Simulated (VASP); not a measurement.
Input of a VASP 6.6.1 run:

Contents of INCAR:

```
SYSTEM = Sc
PREC = Accurate
ENCUT = 520
EDIFF = 1E-6
ISMEAR = -1
SIGMA = 0.05
LREAL = .FALSE.
LASPH = .TRUE.
NELM = 80
ALGO = Normal
ISIF = 2
LWAVE = .FALSE.
LCHARG = .TRUE.
GGA = PS
LELF = .TRUE.
LVHAR = .TRUE.
NBANDS = 18
```

KPOINTS

```
Automatic mesh
0
G
  14 14 8
  0 0 0
```

POSCAR

```
Sc
1.0
    3.2769284190      0.0000000000      0.0000000000
   -1.6384642095      2.8379032572      0.0000000000
    0.0000000000      0.0000000000      5.0854519352
Sc
2
Direct
    0.3333333333      0.6666666667      0.2500000000
    0.6666666667      0.3333333333      0.7500000000
```

Potentials or basis: VASP PAW PBE potentials, release 64 (Sc_sv).

Command:

```bash
$ cat potpaw_PBE.64/Sc_sv/POTCAR > POTCAR
$ mpirun -np 1 vasp_std > vasp.out
```

Task: Estimate the band gap on the k mesh.

Result: Zero (band 11 reaches 4.83 eV, above the bottom of band 12 at 3.25 eV).

Task: Predict the pressure.

Result: 0.0 GPa.

Caveat: the PAW data sets were made with another functional, which shifts forces and pressure a little.
